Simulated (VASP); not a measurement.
# V (Im-3m) in VASP: a series of runs, part 2 of 2

VASP 6.6.1. The steps go on from the part before.

## (3) Relaxation of cell and atoms, PBEsol, target pressure 78 GPa, at which the enthalpy is minimised

Contents of INCAR:

```
ALGO     = Normal         # electronic algorithm
EDIFF    = 1E-7           # SCF threshold, eV
EDIFFG   = -0.005         # ionic threshold
ENCUT    = 600            # plane-wave cutoff, eV
GGA      = PS             # functional
IBRION   = 2              # ionic algorithm
ISIF     = 3              # what is computed and relaxed
ISMEAR   = -1             # smearing method
LASPH    = T              # aspherical terms in the spheres
LCHARG   = F              # write CHGCAR
LREAL    = F              # projectors in reciprocal space
LWAVE    = F              # write WAVECAR
NELM     = 60             # most SCF steps
NSW      = 60             # ionic steps
PREC     = Accurate       # precision mode
PSTRESS  = 780.0        
SIGMA    = 0.05           # smearing width, eV
```

Contents of KPOINTS:

```
k-points
0
Gamma
  20 20 20
```

Contents of POSCAR:

```
V
1.0
   -1.3601839090      1.3601839090      1.3601839090
    1.3601839090     -1.3601839090      1.3601839090
    1.3601839090      1.3601839090     -1.3601839090
V
1
Direct
    0.0000000000      0.0000000000      0.0000000000
```

Potentials or basis: VASP PAW PBE potentials, release 64 (V_sv).

Run with:

```console
cat potpaw_PBE.64/V_sv/POTCAR > POTCAR
mpirun -np 1 vasp_std > vasp.out
```

Run time: 1.7 min. Hardware: 1 thread of AMD EPYC 7R43 (Zen 3), shared host; peak memory 0.12 GiB.

The run converged. Its results:

```
Free energy                                            : -9.0644 eV
Relaxed volume                                         : 10.10 Å³/atom
Relaxed cell                                           : a = 2.358 Å, b = 2.358 Å, c = 2.358 Å, α = 109.47°, β = 109.47°, γ = 109.47°
Space group after relaxing (to 0.05 Å)                 : Im-3m (No. 229)
Energy change on relaxing (the enthalpy is what falls) : -14.8 meV/atom
Ionic steps                                            : 3
Pressure after relaxing                                : 78.0 GPa
```

The path:
| step | energy change (eV) | largest force (eV/Å) | pressure (GPa) | volume (Å³) |
| --- | --- | --- | --- | --- |
| 1 | 0.0000 | 0.0000 | 79.36 | 10.07 |
| 2 | -0.0597 | 0.0000 | 73.80 | 10.19 |
| 3 | -0.0148 | 0.0000 | 77.99 | 10.10 |

Final structure:
```xyz
1
Lattice="-1.3615 1.3615 1.3615 1.3615 -1.3615 1.3615 1.3615 1.3615 -1.3615" Properties=species:S:1:pos:R:3 pbc="T T T"
V     0.0000    0.0000    0.0000
```

Levels at points of the mesh, in eV from the Fermi level:
```
           k point  band 4  band 5  band 6  band 7  band 8  band 9
(0.00, 0.00, 0.00)  -35.99   -6.98    0.35    0.35    0.35    3.21
(0.50, 0.00, 0.00)  -36.02   -4.38   -1.93    3.12    3.34    3.83
(0.50, 0.50, 0.50)  -37.40   -4.70   -4.70    5.29    5.29    5.29
```

Caveat: the cell is relaxed towards a set pressure, so the enthalpy falls and the energy may rise; the PAW data sets were made with another functional, which shifts forces and pressure a little.

## (4) Relaxation of cell and atoms, PBEsol, target pressure 78 GPa, at which the enthalpy is minimised

Contents of INCAR:

```
PREC = Accurate
ENCUT = 600
EDIFF = 1E-6
ISMEAR = -1
SIGMA = 0.05
LREAL = False
LASPH = True
NELM = 80
ALGO = Normal
ISIF = 3
LWAVE = False
LCHARG = False
GGA = PS
IBRION = 2
NSW = 32
EDIFFG = -0.005
PSTRESS = 780.0
```

Contents of KPOINTS:

```
regular mesh
0
Gamma
  20 20 20
```

Contents of POSCAR:

```
V
1.0
   -1.3603754094      1.3603754094      1.3603754094
    1.3603754094     -1.3603754094      1.3603754094
    1.3603754094      1.3603754094     -1.3603754094
V
1
Direct
    0.0000000000      0.0000000000      0.0000000000
```

Run with:

```console
cat potpaw_PBE.64/V_sv/POTCAR > POTCAR
mpirun -np 1 vasp_std > vasp.out
```

It took 76 s on 1 thread of AMD EPYC 7R43 (Zen 3), shared host; peak memory 0.12 GiB.

The run converged. Its results:

* Free energy: -9.0645 eV
* Relaxed volume: 10.10 Å³/atom
* Relaxed cell: a = 2.358 Å, b = 2.358 Å, c = 2.358 Å, α = 109.47°, β = 109.47°, γ = 109.47°
* Space group after relaxing (to 0.05 Å): Im-3m (No. 229)
* Energy change on relaxing (the enthalpy is what falls): -12.7 meV/atom
* Ionic steps: 3
* Pressure after relaxing: 78.0 GPa

The path:
| step | energy change (eV) | largest force (eV/Å) | pressure (GPa) | volume (Å³) |
| --- | --- | --- | --- | --- |
| 1 | 0.0000 | 0.0000 | 79.14 | 10.07 |
| 2 | -0.0502 | 0.0000 | 74.45 | 10.17 |
| 3 | -0.0127 | 0.0000 | 78.00 | 10.10 |

Final structure:
```
CELL_PARAMETERS angstrom
-1.36154 1.36154 1.36154
1.36154 -1.36154 1.36154
1.36154 1.36154 -1.36154
ATOMIC_POSITIONS crystal
V 0.00000 0.00000 0.00000
```

Levels at points of the mesh, in eV from the Fermi level:
```
           k point  band 4  band 5  band 6  band 7  band 8  band 9
(0.00, 0.00, 0.00)  -35.99   -6.98    0.35    0.35    0.35    3.21
(0.50, 0.00, 0.00)  -36.02   -4.38   -1.93    3.12    3.34    3.83
(0.50, 0.50, 0.50)  -37.40   -4.70   -4.70    5.29    5.29    5.29
```

Caveat: the cell is relaxed towards a set pressure, so the enthalpy falls and the energy may rise; the PAW data sets were made with another functional, which shifts forces and pressure a little.

## (5) Single point, PBEsol (volume scaled by 0.777, to set the pressure)

Contents of INCAR:

```
SYSTEM = V
ALGO = Normal
EDIFF = 1E-6
ENCUT = 500
GGA = PS
GGA_COMPAT = .FALSE.
ISIF = 2
ISMEAR = -1
LASPH = .TRUE.
LCHARG = .FALSE.
LREAL = .FALSE.
LWAVE = .FALSE.
NBANDS = 12
NELM = 120
PREC = Accurate
SIGMA = 0.05
```

Contents of KPOINTS:

```
k-points
0
G
  20 20 20
  0 0 0
```

Contents of POSCAR:

```
V
1.0
   -1.3601839090      1.3601839090      1.3601839090
    1.3601839090     -1.3601839090      1.3601839090
    1.3601839090      1.3601839090     -1.3601839090
V
1
Direct
    0.0000000000      0.0000000000      0.0000000000
```

Potentials or basis: VASP PAW PBE potentials, release 64 (V_sv).

Run with:

```console
cat potpaw_PBE.64/V_sv/POTCAR > POTCAR
mpirun -np 1 vasp_std > vasp.out
```

OUTCAR:

```text
SYSTEM = V
   EDIFF = 1E-6
   ENCUT = 500
   GGA = PS
   ISIF = 2
   ISMEAR = -1
   LASPH = .TRUE.
   LREAL = .FALSE.
   NELM = 120
   PREC = Accurate

 ion  position               nearest neighbor table
   1  0.000  0.000  0.000-

  LATTYP: Found a body centered cubic cell.
 ALAT       =     2.7203678180

  Lattice vectors:

 A1 = (  -1.3601839090,   1.3601839090,   1.3601839090)
 A2 = (   1.3601839090,  -1.3601839090,   1.3601839090)
[... 530 lines left out ...]
      3     -22.7244      2.00000
      4     -22.3583      2.00000
      5       9.9250      2.00000
      6      12.4833      2.00000
      7      13.4510      1.98902
      8      16.4020      0.00000
      9      17.4388      0.00000
     10      17.9429      0.00000
     11      32.4734      0.00000
     12      33.9191      0.00000

 [... further k-points ...]
[... 5 lines left out ...]
  --------------------------------------------------------------------------------------
  -------------------------------------------------------------------------------------
  Total        4.9795485      4.9795485      4.9795485      0.0000000      0.0000000     -0.0000000
  in kB      792.5883039    792.5883039    792.5883039      0.0000000      0.0000000     -0.0000000
  external PRESSURE =     792.5883039 kB  Pullay stress =       0.0000000 kB

 VOLUME and BASIS-vectors are now :
 -----------------------------------------------------------------------------
  energy-cutoff  :      500.00
  volume of cell :       10.07
      direct lattice vectors                 reciprocal lattice vectors
    -1.360183909  1.360183909  1.360183909     0.000000000  0.367597350  0.367597350
     1.360183909 -1.360183909  1.360183909     0.367597350  0.000000000  0.367597350
     1.360183909  1.360183909 -1.360183909     0.367597350  0.367597350  0.000000000

 POSITION                                       TOTAL-FORCE (eV/Angst)
 -----------------------------------------------------------------------------------
      0.00000      0.00000      0.00000         0.000000     -0.000000      0.000000
 -----------------------------------------------------------------------------------
    total drift:                                0.000000      0.000000      0.000000

  FREE ENERGIE OF THE ION-ELECTRON SYSTEM (eV)
  ---------------------------------------------------
  free  energy   TOTEN  =        -9.0494467663 eV

  energy  without entropy=       -9.0391074140  energy(sigma->0) =       -9.04427709
```

It took 24 s on 1 thread of Intel Xeon Platinum 8375C at 2.90GHz (Ice Lake), shared host; peak memory 0.14 GiB.

Results:

```
Free energy : -9.0494 eV
Pressure    : 79.3 GPa
```

Caveat: the cell differs from its parent crystal (volume scaled by 0.777, to set the pressure); the PAW data sets were made with another functional, which shifts forces and pressure a little.

## (6) Overview

| task | cell | cutoff (eV) | gap on the mesh (eV) | pressure (GPa) |
| --- | --- | --- | --- | --- |
| single point | as given | 520 | none | 79.2 |
| relaxation of cell and atoms | relaxed to 78 GPa | 600 | none | 78.0 |
| single point | as given | 500 | none | 79.3 |

Alike in all rows: level PBEsol; potentials or basis VASP PAW PBE potentials, release 64 (V_sv); no spin polarisation; k mesh 20 × 20 × 20; smearing fermi-dirac 0.05 eV.

Caveats: the PAW data sets were made with another functional, which shifts forces and pressure a little; the cell is relaxed towards a set pressure, so the enthalpy falls and the energy may rise (some runs).

Absolute energies hang on the potentials; compare differences alone.
